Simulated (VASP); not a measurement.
The system is Si5S.

```
CELL_PARAMETERS angstrom
4.78800 0.00000 0.00000
0.00000 4.79908 0.00000
0.00000 0.00000 8.20189
ATOMIC_POSITIONS crystal
Si 0.25000 0.50000 0.27545
Si 0.75000 0.50000 0.72455
Si 0.75000 0.50000 0.38091
Si 0.25000 0.50000 0.95283
Si 0.25000 0.50000 0.61909
Si 0.75000 0.50000 0.04717
Si 0.75000 0.00000 0.46029
Si 0.25000 0.00000 0.84409
Si 0.25000 0.00000 0.53971
Si 0.75000 0.00000 0.15591
S 0.75000 0.00000 0.78053
S 0.25000 0.00000 0.21947
```

| Property | Result |
| --- | --- |
| Program | VASP 6.6.1 |
| Task | relaxation of cell and atoms |
| Functional | PBE |
| Potentials or basis | VASP PAW PBE potentials, release 64 (Si, S) |
| Cutoff | 600 eV |
| k mesh | 8 × 8 × 6 |
| Occupations | gaussian, width 0.1 eV |
| Spin | no spin polarisation |

At the start: pressure -0.4 GPa; volume 15.71 Å³/atom.

Problem. How do energy, volume and symmetry change on relaxing?

Solution. Over 18 steps the energy falls by 3.9 meV/atom and the volume is 15.79 Å³/atom (+0.5 %); space group Pmma (No. 51, to 0.1 Å) before and after.

Step by step:
| step | energy change (eV) | largest force (eV/Å) | pressure (GPa) | volume (Å³) |
| --- | --- | --- | --- | --- |
| 1 | 0.0000 | 0.1246 | -0.35 | 188.46 |
| 2 | -0.0168 | 0.1338 | 0.24 | 187.52 |
| 3 | -0.0183 | 0.1615 | 0.49 | 187.14 |
| 4 | -0.0272 | 0.1313 | 0.08 | 188.14 |
| 5 | -0.0329 | 0.0867 | -0.55 | 189.81 |
| 6 | -0.0380 | 0.0673 | 0.04 | 188.98 |
| 7 | -0.0381 | 0.0673 | 0.14 | 188.84 |
| 8 | -0.0403 | 0.0612 | 0.13 | 188.96 |
| 9 | -0.0417 | 0.0558 | 0.11 | 189.14 |
| 10 | -0.0439 | 0.0453 | -0.13 | 189.65 |
| 11 | -0.0440 | 0.0417 | -0.22 | 189.83 |
| 12 | -0.0453 | 0.0304 | 0.01 | 189.40 |
| 13 | -0.0455 | 0.0276 | 0.09 | 189.24 |
| 14 | -0.0460 | 0.0253 | 0.02 | 189.41 |
| 15 | -0.0460 | 0.0256 | 0.03 | 189.38 |
| 16 | -0.0462 | 0.0181 | -0.05 | 189.55 |
| 17 | -0.0462 | 0.0148 | -0.08 | 189.62 |
| 18 | -0.0463 | 0.0081 | 0.01 | 189.48 |

Final structure:
```yaml
crystal:
  lattice:
    - [4.71208, 0.00000, 0.00000]
    - [0.00000, 4.74820, 0.00000]
    - [0.00000, 0.00000, 8.46887]
  atoms:
    - { symbol: Si, position: [0.25000, 0.50000, 0.27170] }
    - { symbol: Si, position: [0.75000, 0.50000, 0.72830] }
    - { symbol: Si, position: [0.75000, 0.50000, 0.36991] }
    - { symbol: Si, position: [0.25000, 0.50000, 0.94969] }
    - { symbol: Si, position: [0.25000, 0.50000, 0.63009] }
    - { symbol: Si, position: [0.75000, 0.50000, 0.05031] }
    - { symbol: Si, position: [0.75000, 0.00000, 0.45242] }
    - { symbol: Si, position: [0.25000, 0.00000, 0.84458] }
    - { symbol: Si, position: [0.25000, 0.00000, 0.54758] }
    - { symbol: Si, position: [0.75000, 0.00000, 0.15542] }
    - { symbol: S, position: [0.75000, 0.00000, 0.78753] }
    - { symbol: S, position: [0.25000, 0.00000, 0.21247] }
```
